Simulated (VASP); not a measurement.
## Pd: single point with r2SCAN

The system is Pd.

```
Pd
1.0
     2.68771    0.00000    0.00000
     0.00000    2.68771    0.00000
     0.00000    0.00000    2.68771
Pd
1
Direct
  0.00000 0.00000 0.00000
```

This cell differs from its parent crystal: volume scaled by 1.12.

```
Program                : VASP 6.6.1
Task                   : single point
Functional             : r2SCAN
Potentials or basis    : VASP PAW PBE potentials, release 64 (Pd)
Cutoff                 : 520 eV
k mesh                 : 14 × 14 × 14
Occupations            : fermi-dirac, width 0.05 eV
Spin                   : collinear spin, ferromagnetic start
Starting moments       : [0.5] μB
Dipole correction      : no
Further INCAR settings : ALGO = Normal; EDIFF = 1e-07; NBANDS = 15
```

```yaml
Pressure: -11.0 GPa
Band_gap_on_the_k_mesh: zero (filled and empty bands overlap)
Net_moment: 0.00 μB per cell
Valence_electrons_inside_the_program's_atomic_spheres: Pd 9.26
```

Levels at points of the mesh, in eV from the Fermi level:
Spin up:
| k point | band 1 | band 2 | band 3 | band 4 | band 5 | band 6 | band 7 | band 8 | band 9 | band 10 |
| --- | --- | --- | --- | --- | --- | --- | --- | --- | --- | --- |
| (0.00, 0.00, 0.00) | -5.34 | -4.03 | -4.03 | -0.08 | -0.08 | -0.08 | 16.47 | 16.47 | 16.47 | 22.47 |
| (0.50, 0.00, 0.00) | -3.61 | -3.46 | -1.43 | -1.43 | 0.05 | 0.94 | 4.62 | 18.85 | 21.35 | 22.24 |
| (0.50, 0.50, 0.00) | -4.19 | -3.03 | -1.18 | -1.18 | 1.03 | 5.78 | 5.78 | 10.89 | 12.30 | 23.60 |
| (0.50, 0.50, 0.50) | -3.46 | -3.46 | -3.46 | 1.11 | 1.11 | 11.05 | 11.05 | 11.05 | 11.70 | 17.42 |
Spin down:
| k point | band 1 | band 2 | band 3 | band 4 | band 5 | band 6 | band 7 | band 8 | band 9 | band 10 |
| --- | --- | --- | --- | --- | --- | --- | --- | --- | --- | --- |
| (0.00, 0.00, 0.00) | -5.34 | -4.03 | -4.03 | -0.08 | -0.08 | -0.08 | 16.47 | 16.47 | 16.47 | 22.47 |
| (0.50, 0.00, 0.00) | -3.61 | -3.46 | -1.43 | -1.43 | 0.05 | 0.94 | 4.62 | 18.85 | 21.35 | 22.24 |
| (0.50, 0.50, 0.00) | -4.19 | -3.03 | -1.18 | -1.18 | 1.03 | 5.78 | 5.78 | 10.89 | 12.30 | 23.60 |
| (0.50, 0.50, 0.50) | -3.46 | -3.46 | -3.46 | 1.11 | 1.11 | 11.05 | 11.05 | 11.05 | 11.70 | 17.42 |

It took 120 s on 1 thread of Intel(R) Xeon(R) Platinum 8488C (Sapphire Rapids) (shared host), peak memory 0.17 GiB.

Caveat: the PAW data sets were made with another functional, which shifts forces and pressure a little.
